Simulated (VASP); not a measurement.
A run of VASP 6.6.1 is set up as follows.

The input INCAR:

```
SYSTEM = Be
  PREC = Accurate
  ENCUT = 520
  EDIFF = 1E-6
  ISMEAR = -1
  SIGMA = 0.08
  LREAL = .False.
  LASPH = .True.
  NELM = 80
  ALGO = Normal
  ISIF = 2
  LWAVE = .False.
  LCHARG = .True.
  GGA = CA
  LELF = .True.
  LVHAR = .True.
  NBANDS = 9
```

File KPOINTS:

```
Automatic mesh
0
Gamma
  15 15 15
  0 0 0
```

POSCAR

```
Be
1.0
    0.0000000000      2.3713265608      2.3713265608
    2.3713265608      0.0000000000      2.3713265608
    2.3713265608      2.3713265608      0.0000000000
Be
2
Direct
   -0.1250000000     -0.1250000000     -0.1250000000
    0.1250000000      0.1250000000      0.1250000000
```

Potentials or basis: VASP PAW LDA potentials, release 64 (Be).

Run with:

```console
$ cat potpaw_LDA.64/Be/POTCAR > POTCAR
$ mpirun -np 1 vasp_std > vasp.out
```

Problem. Estimate the band gap on the k mesh.

Solution. Zero (band 2 reaches 7.13 eV, above the bottom of band 3 at 0.48 eV).

Problem. What does it give for the pressure?

Solution. 2.8 GPa.
